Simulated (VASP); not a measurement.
**ZnS: single point with r2SCAN**

The system is ZnS.

```
CELL_PARAMETERS angstrom
0.00000 2.74573 2.74573
2.74573 0.00000 2.74573
2.74573 2.74573 0.00000
ATOMIC_POSITIONS crystal
Zn 0.25000 0.25000 0.25000
S 0.00000 0.00000 0.00000
```

| Quantity | Value |
| --- | --- |
| Program | VASP 6.6.1 |
| Task | single point |
| Functional | r2SCAN |
| Potentials or basis | VASP PAW PBE potentials, release 64 (Zn, S) |
| Cutoff | 520 eV |
| k mesh | 8 × 8 × 8 |
| Occupations | fermi-dirac, width 0.1 eV |
| Spin | no spin polarisation |
| Dipole correction | no |
| Further INCAR settings | ALGO = Normal; EDIFF = 1e-06; NBANDS = 16 |

```
Pressure               : -3.9 GPa
Band gap on the k mesh : 2.45 eV, direct
```

Levels at points of the mesh, in eV from the valence-band top:
| k point | band 7 | band 8 | band 9 | band 10 | band 11 | band 12 |
| --- | --- | --- | --- | --- | --- | --- |
| (0.00, 0.00, 0.00) | 0.00 | 0.00 | 0.00 | 2.45 | 6.93 | 6.93 |
| (0.50, 0.00, 0.00) | -5.07 | -0.82 | -0.82 | 3.71 | 7.42 | 7.42 |
| (0.50, 0.50, 0.00) | -4.42 | -2.11 | -2.11 | 3.83 | 4.48 | 11.39 |

Wall time 2.4 min on 1 thread of AMD EPYC 7R13, on a shared host, peak memory 0.15 GiB.

Caveat: the PAW data sets were made with another functional, which shifts forces and pressure a little. r2SCAN opens gaps a little over a GGA but as a rule still falls short of measured ones.
